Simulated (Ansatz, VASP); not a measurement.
## Zr: VASP and Ansatz over several settings

```xyz
1
Lattice="-1.8338 1.8338 1.8338 1.8338 -1.8338 1.8338 1.8338 1.8338 -1.8338" Properties=species:S:1:pos:R:3 pbc="T T T"
Zr    0.0000    0.0000    0.0000
```

Single points on this cell with VASP 6.6.1 and Ansatz 0.2.0. Each row is one pair of runs. Alike in all rows: spin: off; k mesh: 10 × 10 × 10; smearing: fermi-dirac, width 0.05 eV.

| level | VASP's potentials, cutoff | Ansatz's potentials, cutoff | gap on the k mesh at the Fermi level (eV), VASP | gap on the k mesh at the Fermi level (eV), Ansatz | pressure (GPa), VASP | pressure (GPa), Ansatz |
| --- | --- | --- | --- | --- | --- | --- |
| RPBE | VASP PAW PBE potentials, release 64 (Zr_sv), 500 eV | Ansatz PAW, 420 eV | none | none | -4.0 | -4.0 |
| LDA | VASP PAW LDA potentials, release 64 (Zr_sv), 500 eV | Ansatz PAW, 420 eV | none | none | -12.0 | -12.1 |
| PBEsol | VASP PAW PBE potentials, release 64 (Zr_sv), 500 eV | Ansatz PAW, 420 eV | none | none | -9.4 | -9.5 |
| r2SCAN | VASP PAW PBE potentials, release 64 (Zr_sv), 550 eV | Ansatz PAW, 500 eV | none | none | -5.6 | -5.6 |

Pressure (GPa): the two programs differ by at most 0.07.

A gap of «none» marks a metal or a gap that the smearing closes.
